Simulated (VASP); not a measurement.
# Ni (Fm-3m) in VASP: a series of runs

Runs on Ni. Level: PBE+U. Tasks: single point.

Program: VASP 6.6.1. These are calculated values, not measurements. Logs are shortened: lines on timing, memory, paths and dates and some standing lists are left out, and cuts for length are marked.

## 1. The cell of the first run

It takes space group Fm-3m (No. 225, cubic). The conventional cell has a = 3.542 Å, b = 3.542 Å, c = 3.542 Å, α = 90.00°, β = 90.00°, γ = 90.00°. Within 3.3 Å of Ni (site symmetry m-3m) lie 12 Ni at 2.50 Å.

## 2. Single point, PBE+U, collinear spin, ferromagnetic start

INCAR

```
SYSTEM = Ni
ALGO = Normal
EDIFF = 1E-6
ENCUT = 520
GGA = PE
ISIF = 2
ISMEAR = 0
ISPIN = 2
LASPH = .True.
LCHARG = .False.
LDAU = .True.
LDAUJ = 0
LDAUL = 2
LDAUPRINT = 1
LDAUTYPE = 2
LDAUU = 6.2
LMAXMIX = 4
LORBIT = 11
LREAL = .False.
LWAVE = .False.
MAGMOM = 0.06 0.06
NBANDS = 21
NELM = 150
PREC = Accurate
SIGMA = 0.1
```

KPOINTS

```
k-points
0
Gamma
  13 13 13
  0 0 0
```

POSCAR

```
Ni
1.0
    3.5422000000      1.7711000000      1.7711000000
    1.7711000000      3.5422000000      1.7711000000
    1.7711000000      1.7711000000      3.5422000000
Ni
2
Direct
    0.0000000000      0.0000000000      0.0000000000
    0.5000000000      0.5000000000      0.5000000000
```

Potentials or basis: VASP PAW PBE potentials, release 64 (Ni).

On the command line:

```
$ cat potpaw_PBE.64/Ni/POTCAR > POTCAR
$ mpirun -np 1 vasp_std > vasp.out
```

OUTCAR:

```text
SYSTEM = Ni
   EDIFF = 1E-6
   ENCUT = 520
   GGA = PE
   ISIF = 2
   ISMEAR = 0
   ISPIN = 2
   LASPH = .True.
   LORBIT = 11
   LREAL = .False.
   NELM = 150
   PREC = Accurate

 ion  position               nearest neighbor table
   1  0.000  0.000  0.000-   2 2.50   2 2.50   2 2.50   2 2.50   2 2.50   2 2.50
   2  0.500  0.500  0.500-   1 2.50   1 2.50   1 2.50   1 2.50   1 2.50   1 2.50

  LATTYP: Found a trigonal (rhomboedric) cell.
 ALAT       =     4.3382912834
 COS(alpha) =     0.8333333333

  Lattice vectors:

 A1 = (   3.5422000000,   1.7711000000,   1.7711000000)
 A2 = (   1.7711000000,   3.5422000000,   1.7711000000)
 A3 = (   1.7711000000,   1.7711000000,   3.5422000000)

Analysis of symmetry for initial positions (statically):
=====================================================================
 Subroutine PRICEL returns following result:

  LATTYP: Found a face centered cubic cell.
 ALAT       =     3.5422000000
[... 12 lines left out ...]
 Subroutine GETGRP returns: Found 12 space group operations
 (whereof 12 operations were pure point group operations)
 out of a pool of 12 trial point group operations.

The static configuration has the point symmetry D_3d.

Analysis of symmetry for dynamics (positions and initial velocities):
=====================================================================
 Subroutine PRICEL returns following result:

  LATTYP: Found a face centered cubic cell.
 ALAT       =     3.5422000000
[... 12 lines left out ...]
 Subroutine GETGRP returns: Found 12 space group operations
 (whereof 12 operations were pure point group operations)
 out of a pool of 12 trial point group operations.

The dynamic configuration has the point symmetry D_3d.

Analysis of structural, dynamic, and magnetic symmetry:
=====================================================================
 Subroutine PRICEL returns following result:

  LATTYP: Found a face centered cubic cell.
 ALAT       =     3.5422000000
[... 12 lines left out ...]
 Subroutine GETGRP returns: Found 12 space group operations
 (whereof 12 operations were pure point group operations)
 out of a pool of 12 trial point group operations.

The overall configuration has the point symmetry D_3d.

 Subroutine INISYM returns: Found 12 space group operations
 (whereof 12 operations are pure point group operations),
 and found     2 'primitive' translations

----------------------------------------------------------------------------------------

                                     Primitive cell

  volume of cell :      11.1112

  direct lattice vectors                    reciprocal lattice vectors
     0.000000000 -1.771100000  1.771100000     0.282310429 -0.282310429  0.282310429
    -1.771100000  0.000000000  1.771100000    -0.282310429  0.282310429  0.282310429
    -1.771100000 -1.771100000  0.000000000    -0.282310429 -0.282310429 -0.282310429

  length of vectors
     2.504713640  2.504713640  2.504713640     0.488976006  0.488976006  0.488976006

  position of ions in fractional coordinates (direct lattice)
     0.000000000  0.000000000  0.000000000

  ion indices of the primitive-cell ions
   primitive index   ion index
                 1           1

[... 117 lines left out ...]
spin component  1

  0.9458 -0.0001  0.0008 -0.0001  0.0000
 -0.0001  0.9458 -0.0004 -0.0001  0.0007
  0.0008 -0.0004  0.9504 -0.0004  0.0000
 -0.0001 -0.0001 -0.0004  0.9458 -0.0007
  0.0000  0.0007  0.0000 -0.0007  0.9504

spin component  2

  0.6548  0.0010 -0.0040  0.0010 -0.0000
  0.0010  0.6548  0.0020  0.0010 -0.0035
 -0.0040  0.0020  0.9273  0.0020  0.0000
  0.0010  0.0010  0.0020  0.6548  0.0035
 -0.0000 -0.0035  0.0000  0.0035  0.9273

 occupancies and eigenvectors

  o =  0.6538  v =  0.0000  0.0000  0.0000  0.0000  0.0000  0.0031  0.7054  0.0001 -0.7085  0.0179      0.0000  0.0000  0.0000  0.0000  0.0000  0.0000  0.0000  0.0000  0.0000  0.0000
  o =  0.6538  v =  0.0000  0.0000  0.0000  0.0000  0.0000 -0.8164  0.4109 -0.0179  0.4055  0.0001      0.0000  0.0000  0.0000  0.0000  0.0000  0.0000  0.0000  0.0000  0.0000  0.0000
  o =  0.6567  v =  0.0000  0.0000  0.0000  0.0000  0.0000  0.5774  0.5774  0.0000  0.5774  0.0000      0.0000  0.0000  0.0000  0.0000  0.0000  0.0000  0.0000  0.0000  0.0000  0.0000
  o =  0.9274  v =  0.0000  0.0000  0.0000  0.0000  0.0000 -0.0146  0.0073  0.9998  0.0073 -0.0000      0.0000  0.0000  0.0000  0.0000  0.0000  0.0000  0.0000  0.0000  0.0000  0.0000
  o =  0.9274  v =  0.0000  0.0000  0.0000  0.0000  0.0000  0.0000 -0.0126  0.0000  0.0126  0.9998      0.0000  0.0000  0.0000  0.0000  0.0000  0.0000  0.0000  0.0000  0.0000  0.0000
  o =  0.9456  v =  0.5774  0.5774  0.0000  0.5774  0.0000  0.0000  0.0000  0.0000  0.0000  0.0000      0.0000  0.0000  0.0000  0.0000  0.0000  0.0000  0.0000  0.0000  0.0000  0.0000
  o =  0.9457  v =  0.7976 -0.4477 -0.2016 -0.3500  0.0143  0.0000  0.0000  0.0000  0.0000  0.0000      0.0000  0.0000  0.0000  0.0000  0.0000  0.0000  0.0000  0.0000  0.0000  0.0000
  o =  0.9457  v =  0.0564  0.6626 -0.0143 -0.7190 -0.2016  0.0000  0.0000  0.0000  0.0000  0.0000      0.0000  0.0000  0.0000  0.0000  0.0000  0.0000  0.0000  0.0000  0.0000  0.0000
  o =  0.9506  v = -0.0000  0.1429 -0.0000 -0.1429  0.9794  0.0000  0.0000  0.0000  0.0000  0.0000      0.0000  0.0000  0.0000  0.0000  0.0000  0.0000  0.0000  0.0000  0.0000  0.0000
  o =  0.9506  v = -0.1650  0.0825 -0.9794  0.0825 -0.0000  0.0000  0.0000  0.0000  0.0000  0.0000      0.0000  0.0000  0.0000  0.0000  0.0000  0.0000  0.0000  0.0000  0.0000  0.0000

atom =   2  type =  1  l = 2

 onsite density matrix

spin component  1

  0.9458 -0.0001  0.0008 -0.0001  0.0000
 -0.0001  0.9458 -0.0004 -0.0001  0.0007
  0.0008 -0.0004  0.9504 -0.0004  0.0000
 -0.0001 -0.0001 -0.0004  0.9458 -0.0007
  0.0000  0.0007  0.0000 -0.0007  0.9504

spin component  2

  0.6548  0.0010 -0.0040  0.0010  0.0000
  0.0010  0.6548  0.0020  0.0010 -0.0035
 -0.0040  0.0020  0.9273  0.0020  0.0000
  0.0010  0.0010  0.0020  0.6548  0.0035
  0.0000 -0.0035  0.0000  0.0035  0.9273

 occupancies and eigenvectors

  o =  0.6538  v =  0.0000  0.0000  0.0000  0.0000  0.0000  0.1201  0.6392  0.0026 -0.7594  0.0177      0.0000  0.0000  0.0000  0.0000  0.0000  0.0000  0.0000  0.0000  0.0000  0.0000
  o =  0.6538  v =  0.0000  0.0000  0.0000  0.0000  0.0000 -0.8075  0.5078 -0.0177  0.2997  0.0026      0.0000  0.0000  0.0000  0.0000  0.0000  0.0000  0.0000  0.0000  0.0000  0.0000
  o =  0.6567  v =  0.0000  0.0000  0.0000  0.0000  0.0000  0.5774  0.5774 -0.0000  0.5774  0.0000      0.0000  0.0000  0.0000  0.0000  0.0000  0.0000  0.0000  0.0000  0.0000  0.0000
  o =  0.9274  v =  0.0000  0.0000  0.0000  0.0000  0.0000 -0.0146  0.0073  0.9998  0.0073 -0.0000      0.0000  0.0000  0.0000  0.0000  0.0000  0.0000  0.0000  0.0000  0.0000  0.0000
  o =  0.9274  v =  0.0000  0.0000  0.0000  0.0000  0.0000  0.0000 -0.0126  0.0000  0.0126  0.9998      0.0000  0.0000  0.0000  0.0000  0.0000  0.0000  0.0000  0.0000  0.0000  0.0000
  o =  0.9456  v = -0.5774 -0.5774  0.0000 -0.5774  0.0000  0.0000  0.0000  0.0000  0.0000  0.0000      0.0000  0.0000  0.0000  0.0000  0.0000  0.0000  0.0000  0.0000  0.0000  0.0000
  o =  0.9457  v =  0.7978 -0.4463 -0.2017 -0.3514  0.0139  0.0000  0.0000  0.0000  0.0000  0.0000      0.0000  0.0000  0.0000  0.0000  0.0000  0.0000  0.0000  0.0000  0.0000  0.0000
  o =  0.9457  v =  0.0548  0.6635 -0.0139 -0.7183 -0.2017  0.0000  0.0000  0.0000  0.0000  0.0000      0.0000  0.0000  0.0000  0.0000  0.0000  0.0000  0.0000  0.0000  0.0000  0.0000
  o =  0.9506  v =  0.1650 -0.0825  0.9794 -0.0825 -0.0000  0.0000  0.0000  0.0000  0.0000  0.0000      0.0000  0.0000  0.0000  0.0000  0.0000  0.0000  0.0000  0.0000  0.0000  0.0000
  o =  0.9506  v =  0.0000  0.1429  0.0000 -0.1429  0.9794  0.0000  0.0000  0.0000  0.0000  0.0000      0.0000  0.0000  0.0000  0.0000  0.0000  0.0000  0.0000  0.0000  0.0000  0.0000

 number of electron      20.0000011 magnetization       1.6275557

 Free energy of the ion-electron system (eV)
  ---------------------------------------------------
  ext. energy  EPLUGINS =         0.00000000
  ---------------------------------------------------
  free energy    TOTEN  =        -3.54602654 eV

  energy without entropy =       -3.53399356  energy(sigma->0) =       -3.54001005

 E-fermi :   8.5690     XC(G=0): -13.0260

 val. band max:        8.5684210616   @ k =   0.4615   0.0769   0.0000
 cond. band min:       8.5713385175   @ k =   0.1538   0.1538   0.0769
 fundamental gap:      0.0029174558
 Fermi energy:         8.5690469555

 spin component 1

 k-point     1 :       0.0000    0.0000    0.0000
  band No.  band energies     occupation
      1       0.2996      1.00000
      2       2.4694      1.00000
      3       4.2872      1.00000
      4       4.2872      1.00000
      5       4.3025      1.00000
      6       4.3951      1.00000
[... 1145 lines left out ...]
     20      35.8050      0.00000
     21      37.4547      0.00000

 [... further k-points ...]

------------------------ aborting loop because EDIFF is reached ----------------------------------------

  FORCE on cell =-STRESS in cart. coord.  units (eV):
  Direction    XX          YY          ZZ          XY          YZ          ZX
  --------------------------------------------------------------------------------------
  -------------------------------------------------------------------------------------
  Total       -1.5416417     -1.5416417     -1.5416417     -0.0155051     -0.0155051     -0.0155051
  in kB     -111.1488017   -111.1488017   -111.1488017     -1.1178815     -1.1178815     -1.1178815
  external PRESSURE =    -111.1488017 kB  Pullay stress =       0.0000000 kB

 VOLUME and BASIS-vectors are now :
 -----------------------------------------------------------------------------
  energy-cutoff  :      520.00
  volume of cell :       22.22
      direct lattice vectors                 reciprocal lattice vectors
     3.542200000  1.771100000  1.771100000     0.423465643 -0.141155214 -0.141155214
     1.771100000  3.542200000  1.771100000    -0.141155214  0.423465643 -0.141155214
     1.771100000  1.771100000  3.542200000    -0.141155214 -0.141155214  0.423465643

 POSITION                                       TOTAL-FORCE (eV/Angst)
 -----------------------------------------------------------------------------------
      0.00000      0.00000      0.00000         0.000000     -0.000000     -0.000000
      3.54220      3.54220      3.54220        -0.000000      0.000000      0.000000
 -----------------------------------------------------------------------------------
    total drift:                               -0.000000      0.000000      0.000000

  FREE ENERGIE OF THE ION-ELECTRON SYSTEM (eV)
  ---------------------------------------------------
  free  energy   TOTEN  =        -3.5460265360 eV

  energy  without entropy=       -3.5339935616  energy(sigma->0) =       -3.54001005

 total charge

# of ion       s       p       d       tot
------------------------------------------
    1        0.472   0.414   8.527   9.413
    2        0.472   0.414   8.527   9.413
--------------------------------------------------
tot          0.944   0.828  17.054  18.826

 magnetization (x)

# of ion       s       p       d       tot
------------------------------------------
    1       -0.013  -0.047   0.920   0.860
    2       -0.013  -0.047   0.920   0.860
--------------------------------------------------
tot         -0.027  -0.094   1.841   1.720
```

Run time: 4 min. Hardware: 1 thread of Intel Xeon Platinum 8559C (Emerald Rapids), shared host; peak memory 0.31 GiB.

What came out:

```yaml
Free_energy: -3.5460 eV
Pressure: -11.1 GPa
Net_moment: 1.63 μB per cell
Site_moments: Ni +0.86 μB
Valence_electrons_inside_the_program's_atomic_spheres: Ni 9.41
```

Levels at points of the mesh, in eV from the Fermi level:
Spin up:
```
           k point  band 7  band 8  band 9  band 10  band 11  band 12  band 13  band 14  band 15  band 16
(0.00, 0.00, 0.00)   -4.17   -2.95   -2.95    -2.39    -2.39     0.35     5.00    22.62    24.20    24.40
```
Spin down:
```csv
k point,band 5,band 6,band 7,band 8,band 9,band 10,band 11,band 12,band 13,band 14
"(0.00, 0.00, 0.00)",-2.22,-2.22,-1.39,-1.38,-1.38,0.04,0.04,0.19,6.38,22.34
```

Eigenvalues of the final occupation matrices:
| site | spin | trace | eigenvalues |
| --- | --- | --- | --- |
| site 1 d | 1 | 4.74 | 0.95 0.95 0.95 0.95 0.95 |
| site 1 d | 2 | 3.82 | 0.65 0.65 0.66 0.93 0.93 |
| site 2 d | 1 | 4.74 | 0.95 0.95 0.95 0.95 0.95 |
| site 2 d | 2 | 3.82 | 0.65 0.65 0.66 0.93 0.93 |

Caveat: the U is typed as a test and isn't derived for this compound. The state reached can hang on the start; a lower one may exist.

## 3. Single point, PBE+U, collinear spin, ferromagnetic start

INCAR

```
SYSTEM = Ni
  ALGO = Normal
  EDIFF = 1E-6
  ENCUT = 520
  GGA = PE
  ISIF = 2
  ISMEAR = 0
  ISPIN = 2
  LASPH = .TRUE.
  LCHARG = .TRUE.
  LDAU = .TRUE.
  LDAUJ = 0
  LDAUL = 2
  LDAUPRINT = 1
  LDAUTYPE = 2
  LDAUU = 6.2
  LELF = .TRUE.
  LMAXMIX = 4
  LORBIT = 11
  LREAL = .FALSE.
  LVHAR = .TRUE.
  LWAVE = .FALSE.
  MAGMOM = 2 2
  NBANDS = 21
  NELM = 150
  PREC = Accurate
  SIGMA = 0.1
```

KPOINTS

```
k-points
0
G
  13 13 13
  0 0 0
```

POSCAR is that of step 2.

Potentials or basis: VASP PAW PBE potentials, release 64 (Ni).

On the command line:

```
$ cat potpaw_PBE.64/Ni/POTCAR > POTCAR
$ mpirun -np 1 vasp_std > vasp.out
```

It took 3.6 min on 1 thread of Intel Xeon 6975P-C (Granite Rapids), shared host; peak memory 0.31 GiB.

The run converged. Its results:

* Free energy: -3.5460 eV
* Pressure: -11.0 GPa
* Net moment: 1.63 μB per cell
* Site moments: Ni +0.86 μB
* Valence electrons inside the program's atomic spheres: Ni 9.41

Stress tensor (GPa, compression positive):
```
-10.99  -0.11  -0.11
 -0.11 -10.99  -0.11
 -0.11  -0.11 -10.99
```

Levels at points of the mesh, in eV from the Fermi level:
Spin up:
| k point | band 9 | band 10 | band 11 | band 12 | band 13 | band 14 |
| --- | --- | --- | --- | --- | --- | --- |
| (0.00, 0.00, 0.00) | -2.95 | -2.39 | -2.39 | 0.35 | 5.00 | 22.62 |
Spin down:
| k point | band 7 | band 8 | band 9 | band 10 | band 11 | band 12 |
| --- | --- | --- | --- | --- | --- | --- |
| (0.00, 0.00, 0.00) | -1.39 | -1.38 | -1.38 | 0.04 | 0.04 | 0.19 |

Eigenvalues of the final occupation matrices:
```tsv
site	spin	trace	eigenvalues
site 1 d	1	4.74	0.95 0.95 0.95 0.95 0.95
site 1 d	2	3.82	0.65 0.65 0.66 0.93 0.93
site 2 d	1	4.74	0.95 0.95 0.95 0.95 0.95
site 2 d	2	3.82	0.65 0.65 0.66 0.93 0.93
```

Caveat: the U is typed as a test and isn't derived for this compound. The state reached can hang on the start; a lower one may exist.

(Part 1 of 2 ends here.)
